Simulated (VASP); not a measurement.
A run of VASP 6.6.1 is set up as follows.

The input INCAR:

```
PREC = Accurate
ENCUT = 520
EDIFF = 1E-6
ISMEAR = 0
SIGMA = 0.1
LREAL = False
LASPH = True
NELM = 60
ALGO = Normal
ISIF = 2
LWAVE = False
LCHARG = True
GGA = PE
LELF = True
LVHAR = True
NBANDS = 28
```

Contents of KPOINTS:

```
regular mesh
0
Gamma
  4 4 4
```

File POSCAR:

```
BIr4
1.0
    3.9839673700      0.0000000000      0.0000000000
    0.0000000000      3.9839673700      0.0000000000
    0.0000000000      0.0000000000      3.9839673700
B Ir
1 4
Direct
    0.0000000000      0.0000000000      0.0000000000
    0.5000000000      0.0000000000      0.0000000000
    0.0000000000      0.5000000000      0.0000000000
    0.0000000000      0.0000000000      0.5000000000
    0.5000000000      0.5000000000      0.5000000000
```

Potentials or basis: VASP PAW PBE potentials, release 64 (B, Ir).

Launch:

```console
$ cat potpaw_PBE.64/B/POTCAR potpaw_PBE.64/Ir/POTCAR > POTCAR
$ mpirun -np 1 vasp_std > vasp.out
```

(1) Estimate the pressure.

## Answers

(1) 28.0 GPa.

Caveat: the k points lie up to 0.39 Å⁻¹ apart.
